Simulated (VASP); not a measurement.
# Li3Ag2B4 (P6/mmm) in VASP: relaxation of cell and atoms with PBE

Aim: the relaxation of cell and atoms of Li3Ag2B4 with PBE.

Everything below comes from runs of VASP 6.6.1. Logs are shortened: lines on timing, memory, paths and dates and some standing lists are left out, and cuts for length are marked.

### 1 The cell of the first run

Symmetry: P6/mmm, No. 191, hexagonal system. Conventional cell: a = 7.586 Å, b = 7.586 Å, c = 4.394 Å, α = 90.00°, β = 90.00°, γ = 120.00°. Li (site symmetry mmm) has 2 B at 2.19 Å within 2.9 Å. Within 2.9 Å of Ag (site symmetry 6mm) lie 2 Ag at 2.20 Å. Within 2.9 Å of B (site symmetry -6m2) lie 2 B at 2.20 Å. Within 2.9 Å of B (site symmetry -6m2) lie 3 Li at 2.19 Å and 2 B at 2.20 Å.

The cell was generated, and may not be a known phase.

### 2 Relaxation of cell and atoms, PBE

The input, INCAR:

```
PREC = Accurate
ENCUT = 600
EDIFF = 1E-6
ISMEAR = 0
SIGMA = 0.1
LREAL = False
LASPH = True
NELM = 80
ALGO = Fast
ISIF = 3
LWAVE = False
LCHARG = False
GGA = PE
IBRION = 2
NSW = 100
EDIFFG = -0.01
```

The input, KPOINTS:

```
regular mesh
0
Gamma
  6 6 8
```

The input, POSCAR:

```
Li3Ag2B4
1.0
    7.5857781670      0.0000000000      0.0000000000
   -3.7928890835      6.5694766001      0.0000000000
    0.0000000000      0.0000000000      4.3939417206
Li Ag B
3 2 4
Direct
    0.5000000000      0.0000000000      0.5000000000
    0.0000000000      0.5000000000      0.5000000000
    0.5000000000      0.5000000000      0.5000000000
    0.0000000000      0.0000000000      0.7500951097
    0.0000000000      0.0000000000      0.2499048903
    0.3333333333      0.6666666667      0.0000000000
    0.6666666667      0.3333333333      0.0000000000
    0.3333333333      0.6666666667      0.5000000000
    0.6666666667      0.3333333333      0.5000000000
```

Potentials or basis: VASP PAW PBE potentials, release 64 (Li_sv, Ag, B).

The run is started by

```console
$ cat potpaw_PBE.64/Li_sv/POTCAR potpaw_PBE.64/Ag/POTCAR potpaw_PBE.64/B/POTCAR > POTCAR
$ mpirun -np 1 vasp_std > vasp.out
```

OUTCAR:

```text
PREC = Accurate
   ENCUT = 600
   EDIFF = 1E-6
   ISMEAR = 0
   LREAL = False
   LASPH = True
   NELM = 80
   ISIF = 3
   GGA = PE
   IBRION = 2
   NSW = 100
   EDIFFG = -0.01

 ion  position               nearest neighbor table
   1  0.500  0.000  0.500-   8 2.19   9 2.19
   2  0.000  0.500  0.500-   8 2.19   9 2.19
   3  0.500  0.500  0.500-   8 2.19   9 2.19
   4  0.000  0.000  0.750-   5 2.20   5 2.20
   5  0.000  0.000  0.250-   4 2.20   4 2.20
   6  0.333  0.667  0.000-
   7  0.667  0.333  0.000-
   8  0.333  0.667  0.500-   2 2.19   1 2.19   3 2.19
   9  0.667  0.333  0.500-   2 2.19   1 2.19   3 2.19

  LATTYP: Found a hexagonal cell.
 ALAT       =     7.5857781670
 C/A-ratio  =     0.5792341437

  Lattice vectors:

 A1 = (   7.5857781670,   0.0000000000,   0.0000000000)
 A2 = (  -3.7928890835,   6.5694766001,   0.0000000000)
 A3 = (   0.0000000000,   0.0000000000,   4.3939417206)

Analysis of symmetry for initial positions (statically):
=====================================================================
 Subroutine PRICEL returns:
 Original cell was already a primitive cell.

 Routine SETGRP: Setting up the symmetry group for a
 hexagonal supercell.

 Subroutine GETGRP returns: Found 24 space group operations
 (whereof 24 operations were pure point group operations)
 out of a pool of 24 trial point group operations.

The static configuration has the point symmetry D_6h.

Analysis of symmetry for dynamics (positions and initial velocities):
=====================================================================
 Subroutine PRICEL returns:
 Original cell was already a primitive cell.

 Routine SETGRP: Setting up the symmetry group for a
 hexagonal supercell.

 Subroutine GETGRP returns: Found 24 space group operations
 (whereof 24 operations were pure point group operations)
 out of a pool of 24 trial point group operations.

The dynamic configuration has the point symmetry D_6h.

 Subroutine INISYM returns: Found 24 space group operations
 (whereof 24 operations are pure point group operations),
 and found     1 'primitive' translations

----------------------------------------------------------------------------------------

                                     Primitive cell

  volume of cell :     218.9703

  direct lattice vectors                    reciprocal lattice vectors
     7.585778167  0.000000000  0.000000000     0.131825632  0.076109564  0.000000000
    -3.792889083  6.569476600  0.000000000     0.000000000  0.152219128  0.000000000
     0.000000000  0.000000000  4.393941721     0.000000000  0.000000000  0.227586086

  length of vectors
     7.585778167  7.585778167  4.393941721     0.152219128  0.152219128  0.227586086

  position of ions in fractional coordinates (direct lattice)
     0.500000000  0.000000000  0.500000000
     1.000000000  0.500000000  0.500000000
     0.500000000  0.500000000  0.500000000
     0.000000000  0.000000000  0.750095110
     0.000000000  0.000000000  0.249904890
     0.333333333  0.666666667  0.000000000
     0.666666667  0.333333333  0.000000000
     0.333333333  0.666666667  0.500000000
     0.666666667  0.333333333  0.500000000

  ion indices of the primitive-cell ions
   primitive index   ion index
                 1           1
                 2           2
                 3           3
                 4           4
                 5           5
                 6           6
                 7           7
                 8           8
                 9           9

----------------------------------------------------------------------------------------

 KPOINTS: regular mesh

Automatic generation of k-mesh.
 Grid dimensions read from file:
 generate k-points for:    6    6    8

 Generating k-lattice:

  Cartesian coordinates                     Fractional coordinates (reciprocal lattice)
     0.021970939  0.012684927  0.000000000     0.166666667  0.000000000  0.000000000
     0.000000000  0.025369855  0.000000000     0.000000000  0.166666667  0.000000000
     0.000000000  0.000000000  0.028448261     0.000000000  0.000000000  0.125000000

  Length of vectors
     0.025369855  0.025369855  0.028448261

  Shift w.r.t. Gamma in fractional coordinates (k-lattice)
     0.000000000  0.000000000  0.000000000

 Subroutine IBZKPT returns following result:
 ===========================================

 Found     35 irreducible k-points:

 Following reciprocal coordinates:
            Coordinates               Weight
  0.000000  0.000000  0.000000      1.000000
  0.166667 -0.000000  0.000000      6.000000
  0.333333 -0.000000  0.000000      6.000000
  0.500000 -0.000000  0.000000      3.000000
  0.166667  0.166667  0.000000      6.000000
  0.333333  0.166667  0.000000     12.000000
[... 16 lines left out ...]
  0.166667 -0.000000  0.375000     12.000000
  0.333333 -0.000000  0.375000     12.000000
 [... further k-points ...]
   k-points           NKPTS =     35   k-points in BZ     NKDIM =     35   number of bands    NBANDS=     26
   number of dos      NEDOS =    301   number of ions     NIONS =      9
   total plane-waves  NPLWV = 147456
   dimension x,y,z NGX =    64 NGY =   64 NGZ =   36
   dimension x,y,z NGXF=   128 NGYF=  128 NGZF=   72
   ions per type =               3   2   4
   NGX,Y,Z   is equivalent  to a cutoff of  14.03, 14.03, 13.62 a.u.
   NGXF,Y,Z  is equivalent  to a cutoff of  28.05, 28.05, 27.24 a.u.
 SYSTEM =  unknown system
   PREC   = accura    normal or accurate (medium, high low for compatibility)
   ISTART =      0    job   : 0-new  1-cont  2-samecut
   ICHARG =      2    charge: 1-file 2-atom 10-const
   ISPIN  =      1    spin polarized calculation?
   LNONCOLLINEAR =      F non collinear calculations
   LSORBIT =      F    spin-orbit coupling
   LASPH  =      T    aspherical Exc in radial PAW
   ENCUT  =  600.0 eV  44.10 Ry    6.64 a.u.  15.15 15.15  8.78*2*pi/ulx,y,z
   NELM   =     80;   NELMIN=  2; NELMDL= -5     # of ELM steps
   EDIFF  = 0.1E-05   stopping-criterion for ELM
   LREAL  =      F    real-space projection
   EDIFFG = -.1E-01   stopping-criterion for IOM
   NSW    =    100    number of steps for IOM
   IBRION =      2    ionic relax: 0-MD 1-quasi-New 2-CG
   NFREE  =      1    steps in history (QN), initial steepest desc. (CG)
   ISIF   =      3    stress and relaxation
   ISYM   =      2    0-nonsym 1-usesym 2-fastsym
   POTIM  = 0.5000    time-step for ionic-motion
   TEBEG  =    0.0;   TEEND  =   0.0 temperature during run
   PSTRESS=    0.0 pullay stress
   NELECT =      43.0000    total number of electrons
   NUPDOWN=      -1.0000    fix difference up-down
   EMIN   =  10.00;   EMAX   =-10.00  energy-range for DOS
   EFERMI =   0.00;   METHOD = LEGACY
   ISMEAR =     0;   SIGMA  =   0.10  broadening in eV -4-tet -1-fermi 0-gaus
   EFERMI_NEDOS =   21; number of points for ismear=-14 and -15
   IALGO  =     68    algorithm
   IMIX   =      4    mixing-type and parameters
     AMIX     =   0.40;   BMIX     =  1.00
     AMIX_MAG =   1.60;   BMIX_MAG =  1.00
  volume/ion in A,a.u.               =      24.33       164.19
  Fermi-wavevector in a.u.,A,eV,Ry     =   0.951559  1.798187 12.319604  0.905465
  Thomas-Fermi vector in A             =   2.080041
   LORBIT       =      0    0 simple, 1 ext, 2 COOP (PROOUT), +10 PAW based schemes
   GGA     = PE    functional components
   LHFCALC =     F    Hartree Fock is set to
   AEXX    =    0.0000 exact exchange contribution
   IVDW    =     0    specifies the selected vdW correction
   LEPSILON=     F    determine dielectric tensor
   LRPA    =     F    only Hartree local field effects (RPA)
 conjugate gradient relaxation of ions
 non-spin polarized calculation
 RMM-DIIS sequential band-by-band and
 Gauss-broadening in eV      SIGMA  =   0.10
  energy-cutoff  :      600.00
  volume of cell :      218.97
 maximum number of plane-waves:      7362
 NGX is ok and might be reduce to    64
   NGX = 31   NGY = 31   NGZ = 17

--------------------------------------- Ionic step        1  -------------------------------------------

 number of electron      42.9999979 magnetization

 Free energy of the ion-electron system (eV)
  ---------------------------------------------------
  ext. energy  EPLUGINS =         0.00000000
  ---------------------------------------------------
  free energy    TOTEN  =       -22.03059562 eV

  energy without entropy =      -22.01430485  energy(sigma->0) =      -22.02245024

------------------------ aborting loop EDIFF was not reached (unconverged)  ----------------------------

  FORCE on cell =-STRESS in cart. coord.  units (eV):
  Direction    XX          YY          ZZ          XY          YZ          ZX
  --------------------------------------------------------------------------------------
  -------------------------------------------------------------------------------------
  Total        0.7496797      0.7496797     -8.1712371     -0.0000000      0.0000000      0.0000000
  in kB        5.4853098      5.4853098    -59.7878853     -0.0000000      0.0000000      0.0000000
  external PRESSURE =     -16.2724219 kB  Pullay stress =       0.0000000 kB
[... 30 lines left out ...]
--------------------------------------- Ionic step        2  -------------------------------------------

 number of electron      42.9999996 magnetization

------------------------ aborting loop EDIFF was not reached (unconverged)  ----------------------------

  FORCE on cell =-STRESS in cart. coord.  units (eV):
  Direction    XX          YY          ZZ          XY          YZ          ZX
  --------------------------------------------------------------------------------------
  -------------------------------------------------------------------------------------
  Total        0.6118794      0.6118794      0.6903060      0.0000000      0.0000000      0.0000000
  in kB        4.6447162      4.6447162      5.2400442      0.0000000      0.0000000      0.0000000
  external PRESSURE =       4.8431589 kB  Pullay stress =       0.0000000 kB
[... 67 lines left out ...]
  FREE ENERGIE OF THE ION-ELECTRON SYSTEM (eV)
  ---------------------------------------------------
  free  energy   TOTEN  =       -22.2375010506 eV

  energy  without entropy=      -22.2067422876  energy(sigma->0) =      -22.22212167

[... ionic steps 4 to 16 ...]

--------------------------------------- Ionic step       17  -------------------------------------------

 number of electron      42.9999991 magnetization

------------------------ aborting loop because EDIFF is reached ----------------------------------------
[... 81 lines left out ...]
--------------------------------------- Ionic step       19  -------------------------------------------

 number of electron      42.9999992 magnetization

 Free energy of the ion-electron system (eV)
  ---------------------------------------------------
  ext. energy  EPLUGINS =         0.00000000
  ---------------------------------------------------
  free energy    TOTEN  =       -22.25360833 eV

  energy without entropy =      -22.23793846  energy(sigma->0) =      -22.24577340

 E-fermi :   0.1369     XC(G=0):  -7.3134

 val. band max:        0.1223957616   @ k =   0.1667  -0.0000   0.3750
 cond. band min:       0.1547209290   @ k =   0.1667   0.1667   0.3750
 fundamental gap:      0.0323251674
 Fermi energy:         0.1369269424

 k-point     1 :       0.0000    0.0000    0.0000
  band No.  band energies     occupation
      1     -45.7781      2.00000
      2     -45.7774      2.00000
      3     -45.7774      2.00000
      4      -8.0662      2.00000
      5      -7.4295      2.00000
      6      -7.2636      2.00000
[... 685 lines left out ...]
     25       1.6416      0.00000
     26       2.1284      0.00000

 [... further k-points ...]

------------------------ aborting loop because EDIFF is reached ----------------------------------------

  FORCE on cell =-STRESS in cart. coord.  units (eV):
  Direction    XX          YY          ZZ          XY          YZ          ZX
  --------------------------------------------------------------------------------------
  -------------------------------------------------------------------------------------
  Total       -0.0038537     -0.0038537      0.0162216     -0.0000000      0.0000000      0.0000000
  in kB       -0.0281646     -0.0281646      0.1185543     -0.0000000      0.0000000      0.0000000
  external PRESSURE =       0.0207417 kB  Pullay stress =       0.0000000 kB
[... 24 lines left out ...]
  FREE ENERGIE OF THE ION-ELECTRON SYSTEM (eV)
  ---------------------------------------------------
  free  energy   TOTEN  =       -22.2536083346 eV

  energy  without entropy=      -22.2379384639  energy(sigma->0) =      -22.24577340

 reached required accuracy - stopping structural energy minimisation
```

It took 47 min on 1 thread of AMD EPYC 9R45 (Zen 5), shared host; peak memory 0.54 GiB.

What came out:

```yaml
Free_energy: -22.2536 eV
Relaxed_volume: 24.36 Å³/atom
Relaxed_cell: a = 7.709 Å, b = 7.709 Å, c = 4.260 Å, α = 90.00°, β = 90.00°, γ = 120.00°
Space_group_after_relaxing_to_0.1_Å: P6/mmm (No. 191)
Energy_gained_by_relaxing: 24.8 meV/atom
Ionic_steps: 19
Pressure_after_relaxing: 0.0 GPa
Band_gap_on_the_k_mesh: zero (an odd number of electrons rules out a gap without spin polarisation)
```

Forces on the atoms (eV/Å):
```
Li   0.000  0.000  0.000
Li   0.000  0.000  0.000
Li   0.000  0.000  0.000
Ag   0.000  0.000  0.002
Ag   0.000  0.000 -0.002
B    0.000  0.000  0.000
B    0.000  0.000  0.000
B    0.000  0.000  0.000
B    0.000  0.000  0.000
```

Step by step:
| step | energy change (eV) | largest force (eV/Å) | pressure (GPa) | volume (Å³) |
| --- | --- | --- | --- | --- |
| 1 | 0.0000 | 0.0444 | -1.63 | 218.97 |
| 2 | -0.1911 | 0.3025 | 0.48 | 211.07 |
| 3 | -0.2069 | 0.2796 | 0.53 | 211.48 |
| 4 | -0.2107 | 0.2422 | 0.55 | 212.16 |
| 5 | -0.1931 | 0.0763 | -0.55 | 215.58 |
| 6 | -0.2145 | 0.2014 | 0.46 | 212.91 |
| 7 | -0.2140 | 0.1497 | 0.09 | 213.95 |
| 8 | -0.2154 | 0.1802 | 0.33 | 213.34 |
| 9 | -0.2154 | 0.1742 | 0.28 | 213.45 |
| 10 | -0.2120 | 0.9721 | 0.24 | 214.60 |
| 11 | -0.2163 | 0.1912 | 0.28 | 213.82 |
| 12 | -0.2185 | 0.1727 | 0.21 | 214.78 |
| 13 | -0.2213 | 0.1390 | 0.14 | 216.49 |
| 14 | -0.2228 | 0.0719 | -0.01 | 219.93 |
| 15 | -0.2229 | 0.0891 | 0.04 | 219.04 |
| 16 | -0.2229 | 0.0860 | 0.03 | 219.20 |
| 17 | -0.2222 | 0.3425 | 0.01 | 219.09 |
| 18 | -0.2230 | 0.0106 | 0.02 | 219.17 |
| 19 | -0.2230 | 0.0022 | 0.00 | 219.22 |

Final structure:
```
CELL_PARAMETERS angstrom
7.70892 0.00000 0.00000
-3.85446 6.67612 0.00000
0.00000 0.00000 4.25960
ATOMIC_POSITIONS crystal
Li 0.50000 0.00000 0.50000
Li 0.00000 0.50000 0.50000
Li 0.50000 0.50000 0.50000
Ag 0.00000 0.00000 0.75004
Ag 0.00000 0.00000 0.24996
B 0.33333 0.66667 0.00000
B 0.66667 0.33333 0.00000
B 0.33333 0.66667 0.50000
B 0.66667 0.33333 0.50000
```

Caveat: the cutoff is under 1.25 times the usual one of these potentials, so pressure, stress and relaxed cells hold a basis-set (Pulay) error; an odd number of electrons without spin polarisation forces a metal; a magnetic or distorted state may lie lower.

The gap in the log of VASP goes by the Fermi energy; the results here count the filled bands.